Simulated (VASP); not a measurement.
Crystal: WC (Qusongite).

```xyz
2
Lattice="2.8870 0.0000 0.0000 -1.4435 2.5002 0.0000 0.0000 0.0000 2.8176" Properties=species:S:1:pos:R:3 pbc="T T T"
W     0.0000    0.0000    0.0000
C     1.4435    0.8334    1.4088
```

Base run:

* Program: VASP 6.6.1
* Functional: r2SCAN
* Potentials or basis: VASP PAW PBE potentials, release 64 (W_sv, C_h)
* Cutoff: 910 eV
* k mesh: 10 × 10 × 9
* Occupations: fermi-dirac, width 0.05 eV
* Spin: no spin polarisation

Its results: band gap on the k mesh zero (band 9 reaches 12.30 eV, above the bottom of band 10 at 11.04 eV); pressure 12.0 GPa.

Problem. The run is repeated on the same cell with these changes: functional from r2SCAN to PBE; potentials or basis from VASP PAW PBE potentials, release 64 (W_sv, C_h) to VASP PAW PBE potentials, release 64 (W_sv, C); cutoff from 910 eV to 520 eV. What comes out?

Solution. Band gap on the k mesh zero (band 9 reaches 12.03 eV, above the bottom of band 10 at 10.81 eV); pressure 15.5 GPa.

Caveats: spin-orbit coupling is left out, which moves the levels of the heavy elements; the cutoff is under 1.25 times the usual one of these potentials, so pressure, stress and relaxed cells hold a basis-set (Pulay) error (some runs); the PAW data sets were made with another functional, which shifts forces and pressure a little (some runs).
